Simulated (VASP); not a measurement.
# Na3CuBi (Pm-3m) in VASP: a series of runs

The runs below take Na3CuBi through single point, with PBE.

Everything below comes from runs of VASP 6.6.1. Logs are shortened: lines on timing, memory, paths and dates and some standing lists are left out, and cuts for length are marked.

## Step 1: The cell of the first run

It takes space group Pm-3m (No. 221, cubic). The conventional cell has a = 4.644 Å, b = 4.644 Å, c = 4.644 Å, α = 90.00°, β = 90.00°, γ = 90.00°. Within 3.1 Å of Na (site symmetry 4/mmm) lie 2 Bi at 2.32 Å. Cu (site symmetry m-3m) has 12 Na at 3.28 Å and 8 Bi at 4.02 Å within 4.3 Å. Within 3.1 Å of Bi (site symmetry m-3m) lie 6 Na at 2.32 Å.

## Step 2: Single point, PBE

INCAR reads:

```
PREC = Accurate
ENCUT = 520
EDIFF = 1E-7
ISMEAR = 0
SIGMA = 0.1
LREAL = False
LASPH = True
NELM = 100
ALGO = Normal
ISIF = 2
LWAVE = False
LCHARG = False
GGA = PE
NBANDS = 32
```

KPOINTS reads:

```
Automatic mesh
0
Gamma
  4 4 4
```

POSCAR reads:

```
Na3CuBi
1.0
    4.6443582553      0.0000000000      0.0000000000
    0.0000000000      4.6443582553      0.0000000000
    0.0000000000      0.0000000000      4.6443582553
Na Cu Bi
3 1 1
Direct
    0.0000000000      0.5000000000      0.5000000000
    0.5000000000      0.0000000000      0.5000000000
    0.5000000000      0.5000000000      0.0000000000
    0.0000000000      0.0000000000      0.0000000000
    0.5000000000      0.5000000000      0.5000000000
```

Potentials or basis: VASP PAW PBE potentials, release 64 (Na_pv, Cu, Bi_d).

Launch:

```sh
$ cat potpaw_PBE.64/Na_pv/POTCAR potpaw_PBE.64/Cu/POTCAR potpaw_PBE.64/Bi_d/POTCAR > POTCAR
$ mpirun -np 1 vasp_std > vasp.out
```

OUTCAR:

```text
PREC = Accurate
   ENCUT = 520
   EDIFF = 1E-7
   ISMEAR = 0
   LREAL = False
   LASPH = True
   NELM = 100
   ISIF = 2
   GGA = PE

 ion  position               nearest neighbor table
   1  0.000  0.500  0.500-   5 2.32   5 2.32
   2  0.500  0.000  0.500-   5 2.32   5 2.32
   3  0.500  0.500  0.000-   5 2.32   5 2.32
   4  0.000  0.000  0.000-
   5  0.500  0.500  0.500-   1 2.32   2 2.32   3 2.32   3 2.32   2 2.32   1 2.32

  LATTYP: Found a simple cubic cell.
 ALAT       =     4.6443582553

  Lattice vectors:

 A1 = (   4.6443582553,   0.0000000000,   0.0000000000)
 A2 = (   0.0000000000,   4.6443582553,   0.0000000000)
 A3 = (   0.0000000000,   0.0000000000,   4.6443582553)

Analysis of symmetry for initial positions (statically):
=====================================================================
 Subroutine PRICEL returns:
 Original cell was already a primitive cell.

 Routine SETGRP: Setting up the symmetry group for a
 simple cubic supercell.

 Subroutine GETGRP returns: Found 48 space group operations
 (whereof 48 operations were pure point group operations)
 out of a pool of 48 trial point group operations.

The static configuration has the point symmetry O_h .

Analysis of symmetry for dynamics (positions and initial velocities):
=====================================================================
 Subroutine PRICEL returns:
 Original cell was already a primitive cell.

 Routine SETGRP: Setting up the symmetry group for a
 simple cubic supercell.

 Subroutine GETGRP returns: Found 48 space group operations
 (whereof 48 operations were pure point group operations)
 out of a pool of 48 trial point group operations.

The dynamic configuration has the point symmetry O_h .

 Subroutine INISYM returns: Found 48 space group operations
 (whereof 48 operations are pure point group operations),
 and found     1 'primitive' translations

----------------------------------------------------------------------------------------

                                     Primitive cell

  volume of cell :     100.1791

  direct lattice vectors                    reciprocal lattice vectors
     4.644358255  0.000000000  0.000000000     0.215315000  0.000000000  0.000000000
     0.000000000  4.644358255  0.000000000     0.000000000  0.215315000  0.000000000
[... 74 lines left out ...]
   ENCUT  =  520.0 eV  38.22 Ry    6.18 a.u.   8.64  8.64  8.64*2*pi/ulx,y,z
   NELM   =    100;   NELMIN=  2; NELMDL= -5     # of ELM steps
   EDIFF  = 0.1E-06   stopping-criterion for ELM
   LREAL  =      F    real-space projection
   EDIFFG = 0.1E-05   stopping-criterion for IOM
   NSW    =      0    number of steps for IOM
   IBRION =     -1    ionic relax: 0-MD 1-quasi-New 2-CG
   NFREE  =      0    steps in history (QN), initial steepest desc. (CG)
   ISIF   =      2    stress and relaxation
   ISYM   =      2    0-nonsym 1-usesym 2-fastsym
   POTIM  = 0.5000    time-step for ionic-motion
   TEBEG  =    0.0;   TEEND  =   0.0 temperature during run
   PSTRESS=    0.0 pullay stress
   NELECT =      47.0000    total number of electrons
   NUPDOWN=      -1.0000    fix difference up-down
   EMIN   =  10.00;   EMAX   =-10.00  energy-range for DOS
   EFERMI =   0.00;   METHOD = LEGACY
   ISMEAR =     0;   SIGMA  =   0.10  broadening in eV -4-tet -1-fermi 0-gaus
   EFERMI_NEDOS =   21; number of points for ismear=-14 and -15
   IALGO  =     38    algorithm
   IMIX   =      4    mixing-type and parameters
     AMIX     =   0.40;   BMIX     =  1.00
     AMIX_MAG =   1.60;   BMIX_MAG =  1.00
  volume/ion in A,a.u.               =      20.04       135.21
  Fermi-wavevector in a.u.,A,eV,Ry     =   1.272082  2.403886 22.016843  1.618192
  Thomas-Fermi vector in A             =   2.404980
   LORBIT       =      0    0 simple, 1 ext, 2 COOP (PROOUT), +10 PAW based schemes
   GGA     = PE    functional components
   LHFCALC =     F    Hartree Fock is set to
   AEXX    =    0.0000 exact exchange contribution
   IVDW    =     0    specifies the selected vdW correction
   LEPSILON=     F    determine dielectric tensor
   LRPA    =     F    only Hartree local field effects (RPA)
 non-spin polarized calculation
 Gauss-broadening in eV      SIGMA  =   0.10
  energy-cutoff  :      520.00
  volume of cell :      100.18
 maximum number of plane-waves:      2730
 NGX is ok and might be reduce to    36
   NGX = 17   NGY = 17   NGZ = 17

 number of electron      47.0000024 magnetization

 Free energy of the ion-electron system (eV)
  ---------------------------------------------------
  ext. energy  EPLUGINS =         0.00000000
  ---------------------------------------------------
  free energy    TOTEN  =        -3.19092524 eV

  energy without entropy =       -3.16649319  energy(sigma->0) =       -3.17870921

 E-fermi :   3.9604     XC(G=0):  -9.3570

 val. band max:        3.9312000052   @ k =   0.5000   0.0000   0.0000
 cond. band min:       4.4675200133   @ k =   0.2500   0.2500   0.2500
 fundamental gap:      0.5363200081
 Fermi energy:         3.9604385928

 k-point     1 :       0.0000    0.0000    0.0000
  band No.  band energies     occupation
      1     -20.2514      2.00000
      2     -20.2514      2.00000
      3     -20.2514      2.00000
      4     -19.8430      2.00000
      5     -19.8430      2.00000
      6     -19.8430      2.00000
[... 339 lines left out ...]
     31      15.7157      0.00000
     32      15.7184      0.00000

------------------------ aborting loop because EDIFF is reached ----------------------------------------

  FORCE on cell =-STRESS in cart. coord.  units (eV):
  Direction    XX          YY          ZZ          XY          YZ          ZX
  --------------------------------------------------------------------------------------
  -------------------------------------------------------------------------------------
  Total       22.6385048     22.6385048     22.6385048     -0.0000000     -0.0000000     -0.0000000
  in kB      362.0605310    362.0605310    362.0605310     -0.0000000     -0.0000000     -0.0000000
  external PRESSURE =     362.0605310 kB  Pullay stress =       0.0000000 kB

 VOLUME and BASIS-vectors are now :
 -----------------------------------------------------------------------------
  energy-cutoff  :      520.00
  volume of cell :      100.18
      direct lattice vectors                 reciprocal lattice vectors
     4.644358255  0.000000000  0.000000000     0.215315000  0.000000000  0.000000000
     0.000000000  4.644358255  0.000000000     0.000000000  0.215315000  0.000000000
     0.000000000  0.000000000  4.644358255     0.000000000  0.000000000  0.215315000

 POSITION                                       TOTAL-FORCE (eV/Angst)
 -----------------------------------------------------------------------------------
      0.00000      2.32218      2.32218         0.000000      0.000000      0.000000
      2.32218      0.00000      2.32218         0.000000      0.000000      0.000000
      2.32218      2.32218      0.00000         0.000000      0.000000      0.000000
      0.00000      0.00000      0.00000         0.000000      0.000000      0.000000
      2.32218      2.32218      2.32218         0.000000      0.000000      0.000000
 -----------------------------------------------------------------------------------
    total drift:                                0.000000      0.000000      0.000000

  FREE ENERGIE OF THE ION-ELECTRON SYSTEM (eV)
  ---------------------------------------------------
  free  energy   TOTEN  =        -3.1909252422 eV

  energy  without entropy=       -3.1664931864  energy(sigma->0) =       -3.17870921
```

OSZICAR:

```text
N       E                     dE             d eps       ncg     rms          rms(c)
DAV:   1     0.514217680286E+03    0.51422E+03   -0.24326E+04   640   0.195E+03
DAV:   2     0.440820240279E+02   -0.47014E+03   -0.45879E+03   640   0.513E+02
DAV:   3    -0.319569977495E+01   -0.47278E+02   -0.46162E+02   760   0.183E+02
DAV:   4    -0.492997334766E+01   -0.17343E+01   -0.17324E+01   816   0.383E+01
DAV:   5    -0.501072521041E+01   -0.80752E-01   -0.80747E-01  1040   0.776E+00    0.120E+01
DAV:   6    -0.747676759688E+01   -0.24660E+01   -0.73446E+01   880   0.869E+01    0.113E+01
DAV:   7    -0.358593650169E+01    0.38908E+01   -0.10541E+01   720   0.270E+01    0.384E+00
DAV:   8    -0.324619416116E+01    0.33974E+00   -0.28271E+00   784   0.207E+01    0.182E+00
DAV:   9    -0.319251635436E+01    0.53678E-01   -0.50782E-01   944   0.971E+00    0.299E-01
DAV:  10    -0.319939810826E+01   -0.68818E-02   -0.44382E-02   920   0.175E+00    0.620E-01
DAV:  11    -0.319139209230E+01    0.80060E-02   -0.52027E-02   840   0.311E+00    0.103E-01
DAV:  12    -0.319122567233E+01    0.16642E-03   -0.43781E-03   824   0.627E-01    0.123E-01
DAV:  13    -0.319097198190E+01    0.25369E-03   -0.59082E-04   936   0.318E-01    0.471E-02
DAV:  14    -0.319093082325E+01    0.41159E-04   -0.12854E-04  1024   0.133E-01    0.163E-02
DAV:  15    -0.319092555476E+01    0.52685E-05   -0.52722E-05   856   0.970E-02    0.744E-03
DAV:  16    -0.319092508245E+01    0.47231E-06   -0.10068E-05   864   0.380E-02    0.153E-03
DAV:  17    -0.319092525917E+01   -0.17672E-06   -0.48901E-07   728   0.885E-03    0.570E-04
DAV:  18    -0.319092524215E+01    0.17018E-07   -0.44795E-08   464   0.240E-03
   1 F= -.31909252E+01 E0= -.31787092E+01  d E =-.244321E-01
```

Wall time 70 s (1 thread of Oxide Virtual Turin-like, shared host); peak memory 0.18 GiB.

What came out:

```yaml
Free_energy: -3.1909 eV
Pressure: 36.2 GPa
Band_gap_on_the_k_mesh: zero (an odd number of electrons rules out a gap without spin polarisation)
```

Levels at points of the mesh, in eV from the Fermi level:
```csv
k point,band 20,band 21,band 22,band 23,band 24,band 25,band 26,band 27,band 28,band 29
"(0.00, 0.00, 0.00)",-1.34,-1.34,-0.67,-0.67,-0.67,4.44,4.44,5.64,5.64,5.64
"(0.50, 0.00, 0.00)",-1.34,-1.28,-0.03,-0.03,0.92,1.34,3.45,3.45,5.26,7.12
"(0.50, 0.50, 0.00)",-1.38,-1.38,-1.28,-1.16,-0.06,3.71,3.71,4.52,5.65,6.00
"(0.50, 0.50, 0.50)",-1.28,-0.83,-0.83,-0.83,-0.59,0.92,0.92,0.92,9.56,9.56
```

Caveat: the cell stands under pressure; spin-orbit coupling is left out, which moves the levels of the heavy elements.

## Step 3: Single point, PBE

This run uses another cell than the first one, of 41.60 Å³/atom.

INCAR reads:

```
SYSTEM = Na3CuBi
PREC     = Accurate       ! precision mode
ENCUT    = 520            ! plane-wave cutoff, eV
EDIFF    = 1E-6           ! SCF threshold, eV
ISMEAR   = 0              ! smearing method
SIGMA    = 0.1            ! smearing width, eV
LREAL    = .FALSE.        ! projectors in reciprocal space
LASPH    = .TRUE.         ! aspherical terms in the spheres
NELM     = 80             ! most SCF steps
ALGO     = Normal         ! electronic algorithm
ISIF     = 2              ! what is computed and relaxed
LWAVE    = .FALSE.        ! write WAVECAR
LCHARG   = .FALSE.        ! write CHGCAR
GGA      = PE             ! functional
NBANDS   = 32             ! bands
```

KPOINTS reads:

```
regular mesh
0
G
  4 4 4
  0 0 0
```

POSCAR: that of step 2 with these lines changed.

```diff
@@ -2,5 +2,5 @@
 1.0
-    4.6443582553      0.0000000000      0.0000000000
-    0.0000000000      4.6443582553      0.0000000000
-    0.0000000000      0.0000000000      4.6443582553
+    5.9250181564      0.0000000000      0.0000000000
+    0.0000000000      5.9250181564      0.0000000000
+    0.0000000000      0.0000000000      5.9250181564
 Na Cu Bi
```

Potentials or basis: VASP PAW PBE potentials, release 64 (Na_pv, Cu, Bi_d).

Launch:

```sh
$ cat potpaw_PBE.64/Na_pv/POTCAR potpaw_PBE.64/Cu/POTCAR potpaw_PBE.64/Bi_d/POTCAR > POTCAR
$ mpirun -np 1 vasp_std > vasp.out
```

Run time: 2.4 min. Hardware: 1 thread of Oxide Virtual Turin-like, shared host; peak memory 0.31 GiB.

It converged, with:

```
Free energy            : -9.7995 eV
Pressure               : 0.2 GPa
Band gap on the k mesh : zero (an odd number of electrons rules out a gap without spin polarisation)
```

Levels at points of the mesh, in eV from the Fermi level:
```csv
k point,band 20,band 21,band 22,band 23,band 24,band 25,band 26,band 27,band 28,band 29
"(0.00, 0.00, 0.00)",-0.62,-0.62,-0.30,-0.30,-0.30,3.34,3.34,3.61,4.01,4.01
"(0.50, 0.00, 0.00)",-0.62,-0.61,-0.11,-0.11,0.39,1.11,3.30,3.30,4.19,4.56
"(0.50, 0.50, 0.00)",-0.63,-0.63,-0.61,-0.54,-0.07,2.98,2.98,3.13,4.08,4.17
"(0.50, 0.50, 0.50)",-0.61,-0.49,-0.49,-0.49,-0.25,1.74,1.74,1.74,5.92,5.92
```

Caveat: spin-orbit coupling is left out, which moves the levels of the heavy elements.

## Step 4: Single point, PBE

This run uses another cell than the first one, of 42.29 Å³/atom.

INCAR reads:

```
SYSTEM = Na3CuBi
PREC = Accurate
ENCUT = 520
EDIFF = 1E-7
ISMEAR = 0
SIGMA = 0.1
LREAL = .False.
LASPH = .True.
NELM = 60
ALGO = Fast
ISIF = 2
LWAVE = .False.
LCHARG = .False.
GGA = PE
NBANDS = 32
```

KPOINTS reads:

```
regular mesh
0
Gamma
  6 6 6
  0 0 0
```

POSCAR: that of step 3 with these lines changed.

```diff
@@ -2,5 +2,5 @@
 1.0
-    5.9250181564      0.0000000000      0.0000000000
-    0.0000000000      5.9250181564      0.0000000000
-    0.0000000000      0.0000000000      5.9250181564
+    5.9577892426      0.0000000000      0.0000000000
+    0.0000000000      5.9577892426      0.0000000000
+    0.0000000000      0.0000000000      5.9577892426
 Na Cu Bi
```

Launch:

```sh
$ cat potpaw_PBE.64/Na_pv/POTCAR potpaw_PBE.64/Cu/POTCAR potpaw_PBE.64/Bi_d/POTCAR > POTCAR
$ mpirun -np 1 vasp_std > vasp.out
```

Wall time 5.1 min (1 thread of Oxide Virtual Turin-like, shared host); peak memory 0.37 GiB.

Results (log left out):

```
Free energy            : -9.8215 eV
Pressure               : 0.0 GPa
Band gap on the k mesh : zero (an odd number of electrons rules out a gap without spin polarisation)
```

Levels at points of the mesh, in eV from the Fermi level:
| k point | band 21 | band 22 | band 23 | band 24 | band 25 | band 26 | band 27 | band 28 |
| --- | --- | --- | --- | --- | --- | --- | --- | --- |
| (0.00, 0.00, 0.00) | -0.63 | -0.31 | -0.31 | -0.31 | 3.29 | 3.29 | 3.51 | 3.97 |
| (0.50, 0.00, 0.00) | -0.61 | -0.13 | -0.13 | 0.36 | 1.09 | 3.27 | 3.27 | 4.12 |
| (0.50, 0.50, 0.00) | -0.63 | -0.61 | -0.55 | -0.09 | 2.95 | 2.95 | 3.06 | 4.05 |
| (0.50, 0.50, 0.50) | -0.50 | -0.50 | -0.50 | -0.27 | 1.73 | 1.73 | 1.73 | 5.83 |

Caveat: spin-orbit coupling is left out, which moves the levels of the heavy elements.

## Step 5: The runs side by side

| cell | k mesh | gap on the mesh (eV) | pressure (GPa) |
| --- | --- | --- | --- |
| a = 4.644 Å, 5 atoms | 4 × 4 × 4 | none | 36.2 |
| a = 5.925 Å, 5 atoms | 4 × 4 × 4 | none | 0.2 |
| a = 5.958 Å, 5 atoms | 6 × 6 × 6 | none | 0.0 |

Alike in all rows: task single point; level PBE; potentials or basis VASP PAW PBE potentials, release 64 (Na_pv, Cu, Bi_d); no spin polarisation; cutoff (eV) 520; smearing gaussian 0.1 eV.

Caveats: spin-orbit coupling is left out, which moves the levels of the heavy elements; the cell stands under pressure (at least some runs).

Absolute energies hang on the potentials; compare differences alone.

The gap in the log of VASP goes by the Fermi energy; the results here count the filled bands.